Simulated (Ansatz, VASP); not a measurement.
One calculation of Zr2O, two programs

The input INCAR:

```
SYSTEM = Zr2O
ALGO = Normal
EDIFF = 1E-7
ENCUT = 520
GGA = PS
ISIF = 2
ISMEAR = 0
LASPH = .True.
LCHARG = .False.
LREAL = .False.
LWAVE = .False.
NBANDS = 39
NELM = 60
PREC = Accurate
SIGMA = 0.15
```

Contents of KPOINTS:

```
k-points
0
Gamma
  10 10 10
  0 0 0
```

File POSCAR:

```
Zr2O
1.0
    4.6562795393      0.0000000000      0.0000000000
    0.0000000000      4.6562795393      0.0000000000
    0.0000000000      0.0000000000      4.9442968303
Zr O
4 2
Direct
    0.2500000000      0.2500000000      0.7500000000
    0.7500000000      0.2500000000      0.2500000000
    0.2500000000      0.7500000000      0.2500000000
    0.7500000000      0.7500000000      0.7500000000
    0.0000000000      0.0000000000      0.0000000000
    0.5000000000      0.5000000000      0.5000000000
```

Input for Ansatz:

```yaml
crystal:
  lattice:
    - [4.6562795393, 0.0, 0.0]
    - [0.0, 4.6562795393, 0.0]
    - [0.0, 0.0, 4.9442968303]
  atoms:
    - { symbol: Zr, position: [0.25, 0.25, 0.75] }
    - { symbol: Zr, position: [0.75, 0.25, 0.25] }
    - { symbol: Zr, position: [0.25, 0.75, 0.25] }
    - { symbol: Zr, position: [0.75, 0.75, 0.75] }
    - { symbol: O, position: [0.0, 0.0, 0.0] }
    - { symbol: O, position: [0.5, 0.5, 0.5] }
basis:
  ecutwfc: 420
kpoints:
  mp_grid: { grid: [10, 10, 10] }
hamiltonian:
  xc: pbesol
scf:
  occupations: { method: gaussian, width: 0.15 }
output:
  forces: true
  stress: true
  eigenvalues: true
```

Change from the starting cell: strain -0.030 along x and y, +0.030 along z, atoms carried along.

Alike in both runs: task single point; functional PBEsol; k mesh 10 × 10 × 10; occupations gaussian, width 0.15 eV; no spin polarisation.

|  | VASP | Ansatz |
| --- | --- | --- |
| version | VASP 6.6.1 | Ansatz 0.2.0 |
| potentials or method | VASP PAW PBE potentials, release 64 (Zr_sv, O), cutoff 520 eV | scalar-relativistic, plane waves, PAW |
| valence electrons in the cell | 60 | 60 |

VASP gave:

| Quantity | Value |
| --- | --- |
| gap on the k mesh at the Fermi level (eV) | none |
| pressure (GPa) | 4.8 |
| traceless stress, the component that is largest in VASP (GPa) | -2.16 |

Q: What did Ansatz give for the same quantities?

A: gap on the k mesh at the Fermi level (eV): none; pressure (GPa): 4.5; traceless stress, the component that is largest in VASP (GPa): -2.19.

VASP's potentials were made for PBE, not for PBEsol. A gap of «none» marks a metal or a gap that the smearing closes. The functional is the same, so the differences come from potentials, cutoffs and numerics.
